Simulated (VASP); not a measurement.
GaB3As4: relaxation of cell and atoms with PBE

Crystal: GaB3As4.

```
CELL_PARAMETERS angstrom
5.05913 0.00000 0.00000
0.00000 5.05913 0.00000
0.00000 0.00000 5.05913
ATOMIC_POSITIONS crystal
Ga 0.50000 0.50000 0.50000
B 0.50000 0.00000 0.00000
B 0.00000 0.00000 0.50000
B 0.00000 0.50000 0.00000
As 0.76645 0.23355 0.76645
As 0.76645 0.76645 0.23355
As 0.23355 0.23355 0.23355
As 0.23355 0.76645 0.76645
```

```json
{"Program": "VASP 6.6.1", "Task": "relaxation of cell and atoms", "Functional": "PBE", "Potentials or basis": "VASP PAW PBE potentials, release 64 (Ga_d, B, As)", "Cutoff": "600 eV", "k mesh": "8 × 8 × 8", "Occupations": "gaussian, width 0.02 eV", "Spin": "no spin polarisation", "Dipole correction": "no", "Further INCAR settings": "ALGO = Normal; EDIFF = 1e-07; IBRION = 2; EDIFFG = -0.01; NSW = 100; ISIF = 3"}
```

The relaxed volume is 16.21 Å³/atom, the relaxed cell is a = 5.061 Å, b = 5.061 Å, c = 5.061 Å, α = 90.00°, β = 90.00°, γ = 90.00° and the space group after relaxing (to 0.05 Å) is P-43m (No. 215). The energy gained by relaxing is 0.0 meV/atom. The ionic steps are 2. The pressure after relaxing is -0.1 GPa. The band gap on the k mesh is 0.47 eV, direct.

Final structure:
```xyz
8
Lattice="5.0614 0.0000 0.0000 0.0000 5.0614 0.0000 0.0000 0.0000 5.0614" Properties=species:S:1:pos:R:3 pbc="T T T"
Ga    2.5307    2.5307    2.5307
B     2.5307    5.0614    0.0000
B     5.0614    5.0614    2.5307
B     5.0614    2.5307    5.0614
As    3.8789    1.1826    3.8789
As    3.8789    3.8789    1.1826
As    1.1826    1.1826    1.1826
As    1.1826    3.8789    3.8789
```

Levels at points of the mesh, in eV from the valence-band top:
| k point | band 17 | band 18 | band 19 | band 20 | band 21 | band 22 | band 23 | band 24 | band 25 | band 26 |
| --- | --- | --- | --- | --- | --- | --- | --- | --- | --- | --- |
| (0.00, 0.00, 0.00) | -3.76 | -3.76 | 0.00 | 0.00 | 0.00 | 0.47 | 1.03 | 1.03 | 1.03 | 1.56 |
| (0.50, 0.00, 0.00) | -4.12 | -3.00 | -3.00 | -1.90 | -1.90 | 1.18 | 1.61 | 3.11 | 4.09 | 4.80 |
| (0.50, 0.50, 0.00) | -4.49 | -2.76 | -2.04 | -1.39 | -1.39 | 2.40 | 2.40 | 3.19 | 3.33 | 5.10 |
| (0.50, 0.50, 0.50) | -2.02 | -2.02 | -1.03 | -1.03 | -1.03 | 1.32 | 1.32 | 1.32 | 2.24 | 3.94 |

It took 88 s on 1 thread of Intel(R) Xeon(R) 6975P-C (Granite Rapids), with other jobs on the host, peak memory 0.34 GiB.

A k mesh can miss the band edges.
